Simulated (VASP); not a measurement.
Wanted: the native input for a VASP 6.6.1 run.

```
Task                   : single point
Functional             : r2SCAN
Potentials or basis    : VASP PAW PBE potentials, release 64 (Ca_sv, F)
Cutoff                 : 660 eV
k mesh                 : 8 × 8 × 8
Occupations            : gaussian, width 0.01 eV
Spin                   : no spin polarisation
Dipole correction      : no
Further INCAR settings : ALGO = Normal; EDIFF = 1e-06; NBANDS = 19
```

CaF2:

```xyz
3
Lattice="0.0000 2.6077 2.6077 2.6077 0.0000 2.6077 2.6077 2.6077 0.0000" Properties=species:S:1:pos:R:3 pbc="T T T"
Ca    0.0000    0.0000    0.0000
F     1.3038    1.3038    1.3038
F     3.9115    3.9115    3.9115
```

The input as run:

POSCAR

```
CaF2
1.0
    0.0000000000      2.6076524926      2.6076524926
    2.6076524926      0.0000000000      2.6076524926
    2.6076524926      2.6076524926      0.0000000000
Ca F
1 2
Direct
    0.0000000000      0.0000000000      0.0000000000
    0.2500000000      0.2500000000      0.2500000000
    0.7500000000      0.7500000000      0.7500000000
```

INCAR.step1

```
ALGO = Normal
EDIFF = 1E-5
ENCUT = 660
GGA = PE
GGA_COMPAT = False
ISMEAR = 0
LASPH = True
LCHARG = False
LREAL = False
LWAVE = True
NBANDS = 19
NELM = 120
PREC = Accurate
SIGMA = 0.01
```

INCAR.step2

```
ALGO = Normal
EDIFF = 1E-6
ENCUT = 660
GGA_COMPAT = False
ISIF = 2
ISMEAR = 0
ISTART = 1
LASPH = True
LCHARG = False
LMIXTAU = True
LREAL = False
LWAVE = False
METAGGA = R2SCAN
NBANDS = 19
NELM = 120
PREC = Accurate
SIGMA = 0.01
```

KPOINTS

```
k-points
0
Gamma
  8 8 8
```

Potentials or basis: VASP PAW PBE potentials, release 64 (Ca_sv, F).

The run is started by

```console
$ cat potpaw_PBE.64/Ca_sv/POTCAR potpaw_PBE.64/F/POTCAR > POTCAR
$ cp INCAR.step1 INCAR
$ mpirun -np 1 vasp_std > vasp.out
$ cp INCAR.step2 INCAR
$ mpirun -np 1 vasp_std > vasp.out
```

Results of the run:

```json
{
 "Pressure": "15.9 GPa",
 "Band gap on the k mesh": "8.81 eV (least direct gap 9.09 eV)"
}
```

Caveat: the cell stands under pressure; the PAW data sets were made with another functional, which shifts forces and pressure a little.

Run time: 68 s on 1 thread of Intel(R) Xeon(R) 6975P-C (Granite Rapids) (shared host), peak memory 0.19 GiB.
